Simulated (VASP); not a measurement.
PdPtSe2:

```
CELL_PARAMETERS angstrom
6.86000 0.00000 0.00000
0.00000 6.86000 0.00000
0.00000 0.00000 7.07000
ATOMIC_POSITIONS crystal
Pd 0.25000 0.53500 0.50000
Pd 0.75000 0.46500 0.50000
Pd 0.46500 0.25000 0.00000
Pd 0.53500 0.75000 0.00000
Pt 0.00000 0.50000 0.00000
Pt 0.50000 0.00000 0.50000
Pt 0.00000 0.00000 0.75000
Pt 0.00000 0.00000 0.25000
Se 0.81000 0.68000 0.77000
Se 0.19000 0.32000 0.77000
Se 0.81000 0.68000 0.23000
Se 0.19000 0.32000 0.23000
Se 0.68000 0.19000 0.27000
Se 0.68000 0.19000 0.73000
Se 0.32000 0.81000 0.27000
Se 0.32000 0.81000 0.73000
```

```yaml
Program: VASP 6.6.1
Task: relaxation of cell and atoms
Functional: PBE
Potentials_or_basis: VASP PAW PBE potentials, release 64 (Pd, Pt, Se)
Cutoff: 600 eV
k_mesh: 2 × 2 × 2
Occupations: gaussian, width 0.15 eV
Spin: no spin polarisation
```

At the start: pressure -0.8 GPa; volume 20.79 Å³/atom.

**Question.** Where does the relaxation end?

**Answer.** Over 9 steps the energy falls by 23.7 meV/atom and the volume is 20.56 Å³/atom (-1.1 %); space group P4_2/m (No. 84, to 0.1 Å) before and after.

The path:
```csv
step,energy change (eV),largest force (eV/Å),pressure (GPa),volume (Å³)
1,0.0000,1.0362,-0.76,332.71
2,-0.3132,0.2764,0.51,327.95
3,-0.3188,0.2720,0.78,327.22
4,-0.3440,0.1868,-0.79,331.59
5,-0.3442,0.1940,-0.67,331.23
6,-0.3699,0.1107,-0.31,329.96
7,-0.3768,0.0852,0.05,328.78
8,-0.3768,0.0835,0.03,328.85
9,-0.3794,0.0395,-0.05,328.93
```

Final structure:
```
Pd Pt Se
1.0
     6.84145    0.00000    0.00000
     0.00000    6.84145    0.00000
     0.00000    0.00000    7.02761
Pd Pt Se
4 4 8
Cartesian
  1.7440 3.6426 3.5138
  5.0974 3.1988 3.5138
  3.1988 1.7440 7.0276
  3.6426 5.0974 0.0000
  0.0000 3.4207 0.0000
  3.4207 0.0000 3.5138
  0.0000 0.0000 5.2707
  0.0000 0.0000 1.7569
  5.5384 4.7378 5.4272
  1.3030 2.1037 5.4272
  5.5384 4.7378 1.6004
  1.3030 2.1037 1.6004
  4.7378 1.3030 1.9134
  4.7378 1.3030 5.1142
  2.1037 5.5384 1.9134
  2.1037 5.5384 5.1142
```

Caveat: the k points lie up to 0.46 Å⁻¹ apart in the final cell; the relaxation stopped at a loose force limit of 0.08 eV/Å, so its end isn't a converged minimum.
